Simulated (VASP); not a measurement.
# V (Fm-3m) in VASP: further runs

V is run at these levels: r2SCAN; tasks: single point.

Program: VASP 6.6.1. These are calculated values, not measurements. Logs are shortened: lines on timing, memory, paths and dates and some standing lists are left out, and cuts for length are marked.

## (1) The cell of the first run

The structure is cubic, space group Fm-3m (No. 225). The conventional cell has a = 3.800 Å, b = 3.800 Å, c = 3.800 Å, α = 90.00°, β = 90.00°, γ = 90.00°. Within 3.5 Å of V (site symmetry m-3m) lie 12 V at 2.69 Å.

This isn't the form of V at room conditions, which is bcc.

## (2) Single point, r2SCAN, collinear spin, ferromagnetic start (13.72 Å³/atom)

POSCAR

```
V
1.0
    0.0000000000      1.8999727629      1.8999727629
    1.8999727629      0.0000000000      1.8999727629
    1.8999727629      1.8999727629      0.0000000000
V
1
Direct
    0.0000000000      0.0000000000      0.0000000000
```

INCAR.step1

```
  PREC = Accurate
  ENCUT = 520
  ISMEAR = -1
  SIGMA = 0.05
  LREAL = False
  LASPH = True
  NELM = 150
  ISPIN = 2
  MAGMOM = 1
  LMAXMIX = 4
  NBANDS = 16
  GGA = PE
  ALGO = Normal
  EDIFF = 1E-4
  LWAVE = True
  LCHARG = False
```

INCAR.step2

```
  PREC = Accurate
  ENCUT = 520
  EDIFF = 1E-7
  ISMEAR = -1
  SIGMA = 0.05
  LREAL = False
  LASPH = True
  NELM = 150
  ALGO = Normal
  ISIF = 2
  LWAVE = False
  LCHARG = True
  ISPIN = 2
  MAGMOM = 1
  LORBIT = 11
  LMAXMIX = 4
  METAGGA = R2SCAN
  LMIXTAU = True
  LELF = True
  LVHAR = True
  NBANDS = 16
  ISTART = 1
```

KPOINTS

```
regular mesh
0
Gamma
  16 16 16
```

Potentials or basis: VASP PAW PBE potentials, release 64 (V_sv).

Started as:

```sh
> cat potpaw_PBE.64/V_sv/POTCAR > POTCAR
> cp INCAR.step1 INCAR
> mpirun -np 1 vasp_std > vasp.out
> cp INCAR.step2 INCAR
> mpirun -np 1 vasp_std > vasp.out
```

OUTCAR:

```text
PREC = Accurate
   ENCUT = 520
   EDIFF = 1E-7
   ISMEAR = -1
   LREAL = False
   LASPH = True
   NELM = 150
   ISIF = 2
   ISPIN = 2
   LORBIT = 11
   METAGGA = R2SCAN
   ISTART = 1

 ion  position               nearest neighbor table
   1  0.000  0.000  0.000-

  LATTYP: Found a face centered cubic cell.
 ALAT       =     3.7999455258

  Lattice vectors:

 A1 = (   0.0000000000,   1.8999727629,   1.8999727629)
 A2 = (   1.8999727629,   0.0000000000,   1.8999727629)
 A3 = (   1.8999727629,   1.8999727629,   0.0000000000)

Analysis of symmetry for initial positions (statically):
=====================================================================
 Subroutine PRICEL returns:
 Original cell was already a primitive cell.

 Routine SETGRP: Setting up the symmetry group for a
 face centered cubic supercell.

 Subroutine GETGRP returns: Found 48 space group operations
 (whereof 48 operations were pure point group operations)
 out of a pool of 48 trial point group operations.

The static configuration has the point symmetry O_h .

Analysis of symmetry for dynamics (positions and initial velocities):
=====================================================================
 Subroutine PRICEL returns:
 Original cell was already a primitive cell.

 Routine SETGRP: Setting up the symmetry group for a
 face centered cubic supercell.

 Subroutine GETGRP returns: Found 48 space group operations
 (whereof 48 operations were pure point group operations)
 out of a pool of 48 trial point group operations.

The dynamic configuration has the point symmetry O_h .

Analysis of structural, dynamic, and magnetic symmetry:
=====================================================================
 Subroutine PRICEL returns:
 Original cell was already a primitive cell.

 Routine SETGRP: Setting up the symmetry group for a
 face centered cubic supercell.

 Subroutine GETGRP returns: Found 48 space group operations
 (whereof 48 operations were pure point group operations)
 out of a pool of 48 trial point group operations.

The overall configuration has the point symmetry O_h .

 Subroutine INISYM returns: Found 48 space group operations
 (whereof 48 operations are pure point group operations),
 and found     1 'primitive' translations

----------------------------------------------------------------------------------------

                                     Primitive cell

  volume of cell :      13.7174

  direct lattice vectors                    reciprocal lattice vectors
     0.000000000  1.899972763  1.899972763    -0.263161667  0.263161667  0.263161667
     1.899972763  0.000000000  1.899972763     0.263161667 -0.263161667  0.263161667
     1.899972763  1.899972763  0.000000000     0.263161667  0.263161667 -0.263161667

  length of vectors
     2.686967249  2.686967249  2.686967249     0.455809378  0.455809378  0.455809378

  position of ions in fractional coordinates (direct lattice)
     0.000000000  0.000000000  0.000000000

  ion indices of the primitive-cell ions
   primitive index   ion index
                 1           1

----------------------------------------------------------------------------------------

 KPOINTS: regular mesh

Automatic generation of k-mesh.
 Grid dimensions read from file:
 generate k-points for:   16   16   16

 Generating k-lattice:

  Cartesian coordinates                     Fractional coordinates (reciprocal lattice)
    -0.016447604  0.016447604  0.016447604     0.062500000  0.000000000  0.000000000
     0.016447604 -0.016447604  0.016447604     0.000000000  0.062500000  0.000000000
     0.016447604  0.016447604 -0.016447604     0.000000000  0.000000000  0.062500000

  Length of vectors
     0.028488086  0.028488086  0.028488086

  Shift w.r.t. Gamma in fractional coordinates (k-lattice)
     0.000000000  0.000000000  0.000000000

 Subroutine IBZKPT returns following result:
 ===========================================

 Found    145 irreducible k-points:

 Following reciprocal coordinates:
            Coordinates               Weight
  0.000000  0.000000  0.000000      1.000000
  0.062500  0.000000  0.000000      8.000000
  0.125000  0.000000  0.000000      8.000000
  0.187500  0.000000  0.000000      8.000000
  0.250000  0.000000  0.000000      8.000000
  0.312500  0.000000  0.000000      8.000000
[... 16 lines left out ...]
 -0.125000  0.062500  0.000000     24.000000
 -0.062500  0.062500  0.000000     12.000000
 [... further k-points ...]
   k-points           NKPTS =    145   k-points in BZ     NKDIM =    145   number of bands    NBANDS=     16
   number of dos      NEDOS =    301   number of ions     NIONS =      1
   total plane-waves  NPLWV =   8000
   dimension x,y,z NGX =    20 NGY =   20 NGZ =   20
   dimension x,y,z NGXF=    40 NGYF=   40 NGZF=   40
   ions per type =               1
   NGX,Y,Z   is equivalent  to a cutoff of  12.37, 12.37, 12.37 a.u.
   NGXF,Y,Z  is equivalent  to a cutoff of  24.75, 24.75, 24.75 a.u.
 SYSTEM =  unknown system
   PREC   = accura    normal or accurate (medium, high low for compatibility)
   ISTART =      1    job   : 0-new  1-cont  2-samecut
   ICHARG =      0    charge: 1-file 2-atom 10-const
   ISPIN  =      2    spin polarized calculation?
   LNONCOLLINEAR =      F non collinear calculations
   LSORBIT =      F    spin-orbit coupling
   LASPH  =      T    aspherical Exc in radial PAW
   ENCUT  =  520.0 eV  38.22 Ry    6.18 a.u.   5.00  5.00  5.00*2*pi/ulx,y,z
   NELM   =    150;   NELMIN=  2; NELMDL=  0     # of ELM steps
   EDIFF  = 0.1E-06   stopping-criterion for ELM
   LREAL  =      F    real-space projection
   EDIFFG = 0.1E-05   stopping-criterion for IOM
   NSW    =      0    number of steps for IOM
   IBRION =     -1    ionic relax: 0-MD 1-quasi-New 2-CG
   NFREE  =      0    steps in history (QN), initial steepest desc. (CG)
   ISIF   =      2    stress and relaxation
   ISYM   =      2    0-nonsym 1-usesym 2-fastsym
   POTIM  = 0.5000    time-step for ionic-motion
   TEBEG  =    0.0;   TEEND  =   0.0 temperature during run
   PSTRESS=    0.0 pullay stress
   NELECT =      13.0000    total number of electrons
   NUPDOWN=      -1.0000    fix difference up-down
   EMIN   =  10.00;   EMAX   =-10.00  energy-range for DOS
   EFERMI =   0.00;   METHOD = LEGACY
   ISMEAR =    -1;   SIGMA  =   0.05  broadening in eV -4-tet -1-fermi 0-gaus
   EFERMI_NEDOS =   21; number of points for ismear=-14 and -15
   IALGO  =     38    algorithm
   IMIX   =      4    mixing-type and parameters
     AMIX     =   0.40;   BMIX     =  1.00
     AMIX_MAG =   1.60;   BMIX_MAG =  1.00
  volume/ion in A,a.u.               =      13.72        92.57
  Fermi-wavevector in a.u.,A,eV,Ry     =   1.608046  3.038767 35.182125  2.585813
  Thomas-Fermi vector in A             =   2.703978
   LORBIT       =     11    0 simple, 1 ext, 2 COOP (PROOUT), +10 PAW based schemes
   METAGGA = R2SCAN    functional components
   LHFCALC =     F    Hartree Fock is set to
   AEXX    =    0.0000 exact exchange contribution
   IVDW    =     0    specifies the selected vdW correction
   LEPSILON=     F    determine dielectric tensor
   LRPA    =     F    only Hartree local field effects (RPA)
 spin polarized calculation
  energy-cutoff  :      520.00
  volume of cell :       13.72
 maximum number of plane-waves:       381
   NGX =  9   NGY =  9   NGZ =  9

 number of electron      13.0000005 magnetization      -0.0000005

 number of electron      13.0000005 magnetization       0.0000000

 Free energy of the ion-electron system (eV)
  ---------------------------------------------------
  ext. energy  EPLUGINS =         0.00000000
  ---------------------------------------------------
  free energy    TOTEN  =       -13.89588486 eV

  energy without entropy =      -13.88394670  energy(sigma->0) =      -13.88991578

 E-fermi :   9.7826     XC(G=0): -13.9589

 val. band max:        9.7617401499   @ k =   0.4375   0.1250   0.0000
 cond. band min:       9.7865554875   @ k =   0.3750   0.1875   0.0000
 fundamental gap:      0.0248153376
 Fermi energy:         9.7826417920

 spin component 1

 k-point     1 :       0.0000    0.0000    0.0000
  band No.  band energies     occupation
      1     -56.9258      1.00000
      2     -29.1116      1.00000
      3     -29.1116      1.00000
      4     -29.1115      1.00000
      5       2.4186      1.00000
      6       9.9547      0.03103
[... 8 lines left out ...]
     15      38.4189      0.00000
     16      39.3216      0.00000

 k-point     2 :       0.0625    0.0000    0.0000
  band No.  band energies     occupation
      1     -56.9190      1.00000
      2     -29.1465      1.00000
      3     -29.1159      1.00000
      4     -29.1158      1.00000
      5       2.5725      1.00000
      6       9.8684      0.15248
[... 8 lines left out ...]
     15      38.6961      0.00000
     16      39.2896      0.00000
[... 387 lines left out ...]
      5       3.3541      1.00000
      6       9.4645      0.99828
[... 8 lines left out ...]
     15      36.9609      0.00000
     16      39.1232      0.00000

 k-point    24 :      -0.0625    0.0625    0.0000
  band No.  band energies     occupation
      1     -56.9081      1.00000
      2     -29.1954      1.00000
      3     -29.1355      1.00000
      4     -29.1171      1.00000
      5       2.8241      1.00000
      6       9.7212      0.77371
[... 8 lines left out ...]
     15      38.0359      0.00000
     16      39.2939      0.00000

 [... further k-points ...]

 spin component 2

 k-point     1 :       0.0000    0.0000    0.0000
  band No.  band energies     occupation
      1     -56.9258      1.00000
      2     -29.1116      1.00000
      3     -29.1116      1.00000
      4     -29.1115      1.00000
      5       2.4186      1.00000
      6       9.9547      0.03103
[... 8 lines left out ...]
     15      38.4189      0.00000
     16      39.3216      0.00000

 k-point     2 :       0.0625    0.0000    0.0000
  band No.  band energies     occupation
      1     -56.9190      1.00000
      2     -29.1465      1.00000
      3     -29.1159      1.00000
      4     -29.1158      1.00000
      5       2.5725      1.00000
      6       9.8684      0.15248
[... 8 lines left out ...]
     15      38.6961      0.00000
     16      39.2896      0.00000
[... 387 lines left out ...]
      5       3.3541      1.00000
      6       9.4645      0.99828
[... 8 lines left out ...]
     15      36.9609      0.00000
     16      39.1232      0.00000

 k-point    24 :      -0.0625    0.0625    0.0000
  band No.  band energies     occupation
      1     -56.9081      1.00000
      2     -29.1954      1.00000
      3     -29.1355      1.00000
      4     -29.1171      1.00000
      5       2.8241      1.00000
      6       9.7212      0.77371
[... 8 lines left out ...]
     15      38.0359      0.00000
     16      39.2939      0.00000

 [... further k-points ...]
[... 5 lines left out ...]
  --------------------------------------------------------------------------------------
  -------------------------------------------------------------------------------------
  Total        0.0587663      0.0587663      0.0587663     -0.0000000     -0.0000000     -0.0000000
  in kB        6.8638326      6.8638326      6.8638326     -0.0000000     -0.0000000     -0.0000000
  external PRESSURE =       6.8638326 kB  Pullay stress =       0.0000000 kB

 VOLUME and BASIS-vectors are now :
 -----------------------------------------------------------------------------
  energy-cutoff  :      520.00
  volume of cell :       13.72
      direct lattice vectors                 reciprocal lattice vectors
     0.000000000  1.899972763  1.899972763    -0.263161667  0.263161667  0.263161667
     1.899972763  0.000000000  1.899972763     0.263161667 -0.263161667  0.263161667
     1.899972763  1.899972763  0.000000000     0.263161667  0.263161667 -0.263161667

 POSITION                                       TOTAL-FORCE (eV/Angst)
 -----------------------------------------------------------------------------------
      0.00000      0.00000      0.00000        -0.000000     -0.000000     -0.000000
 -----------------------------------------------------------------------------------
    total drift:                               -0.000000     -0.000000     -0.000000

  FREE ENERGIE OF THE ION-ELECTRON SYSTEM (eV)
  ---------------------------------------------------
  free  energy   TOTEN  =       -13.8958848614 eV

  energy  without entropy=      -13.8839466987  energy(sigma->0) =      -13.88991578

 total charge

# of ion       s       p       d       tot
------------------------------------------
    1        2.342   6.246   2.989  11.577

 magnetization (x)

# of ion       s       p       d       tot
------------------------------------------
    1        0.000  -0.000   0.000   0.000
```

Wall time 3.7 min (1 thread of AMD EPYC 7R13 (Zen 3), shared host); peak memory 0.14 GiB.

What came out:

- Free energy: -13.8959 eV
- Pressure: 0.7 GPa
- Net moment: 0.00 μB per cell
- Valence electrons inside the program's atomic spheres: V 11.58

Levels at points of the mesh, in eV from the Fermi level:
Spin up:
```csv
k point,band 3,band 4,band 5,band 6,band 7,band 8,band 9,band 10
"(0.00, 0.00, 0.00)",-38.89,-38.89,-7.36,0.17,0.17,0.17,2.17,2.17
"(0.50, 0.00, 0.00)",-39.01,-39.01,-3.58,0.13,0.13,0.63,3.29,3.29
"(0.50, 0.50, 0.00)",-39.20,-39.20,-3.64,-2.83,3.37,3.43,3.53,3.53
```
Spin down:
```csv
k point,band 2,band 3,band 4,band 5,band 6,band 7,band 8,band 9,band 10,band 11
"(0.00, 0.00, 0.00)",-38.89,-38.89,-38.89,-7.36,0.17,0.17,0.17,2.17,2.17,18.23
"(0.50, 0.00, 0.00)",-39.78,-39.01,-39.01,-3.58,0.13,0.13,0.63,3.29,3.29,9.48
"(0.50, 0.50, 0.00)",-39.72,-39.20,-39.20,-3.64,-2.83,3.37,3.43,3.53,3.53,12.28
```

Caveat: the moments typed at the start vanished in this run; the PAW data sets were made with another functional, which shifts forces and pressure a little.

(Continued in part 2 of 2.)
